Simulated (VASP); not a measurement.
Here is a VASP 6.6.1 calculation.

File INCAR:

```
  PREC = Accurate
  ENCUT = 520
  EDIFF = 1E-6
  ISMEAR = -1
  SIGMA = 0.05
  LREAL = F
  LASPH = T
  NELM = 80
  ALGO = Normal
  ISIF = 2
  LWAVE = F
  LCHARG = T
  GGA = PE
  LELF = T
  LVHAR = T
  NBANDS = 10
```

KPOINTS

```
Automatic mesh
0
Gamma
  12 12 12
```

POSCAR

```
Al
1.0
    0.0000000000      2.2288071160      2.2288071160
    2.2288071160      0.0000000000      2.2288071160
    2.2288071160      2.2288071160      0.0000000000
Al
2
Direct
   -0.1250000000     -0.1250000000     -0.1250000000
    0.1250000000      0.1250000000      0.1250000000
```

Potentials or basis: VASP PAW PBE potentials, release 64 (Al).

Run with:

```console
$ cat potpaw_PBE.64/Al/POTCAR > POTCAR
$ mpirun -np 1 vasp_std > vasp.out
```

Q: What does it give for the pressure?

A: 188.4 GPa.

Q: Estimate the band gap on the k mesh.

A: Zero (band 3 reaches 16.45 eV, above the bottom of band 4 at 7.80 eV).
